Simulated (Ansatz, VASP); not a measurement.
# Two plane-wave programs on TiO2

```
CELL_PARAMETERS angstrom
1.51704 0.87586 7.07342
-1.51704 0.87586 7.07342
0.00000 -1.75172 7.07342
ATOMIC_POSITIONS crystal
Ti 0.00000 0.00000 0.00000
O 0.37953 0.37953 0.37953
O 0.62047 0.62047 0.62047
```

Alike in both runs: task single point; functional PBEsol; k mesh 10 × 10 × 10; occupations fermi-dirac, width 0.05 eV; no spin polarisation.

|  | VASP | Ansatz |
| --- | --- | --- |
| version | VASP 6.6.1 | Ansatz 0.2.0 |
| potentials or method | VASP PAW PBE potentials, release 64 (Ti_sv, O) | Ansatz PAW |
| plane-wave cutoff (eV) | 520 | 420 |
| valence electrons in the cell | 24 | 24 |

|  | VASP | Ansatz | Ansatz less VASP |
| --- | --- | --- | --- |
| gap on the k mesh at the Fermi level (eV) | 2.52 | 2.55 | +0.025 |
| least direct gap on the mesh (eV) | 2.72 | 2.74 | +0.020 |
| pressure (GPa) | -8.2 | -8.5 | -0.36 |
| traceless stress, the component that is largest in VASP (GPa) | 3.00 | 3.23 | +0.230 |
| rms of the force components (eV/Å) | 0.423 | 0.447 | +0.0237 |

VASP's potentials were made for PBE, not for PBEsol. Atom by atom the forces differ by 0.024 eV/Å (rms over components).
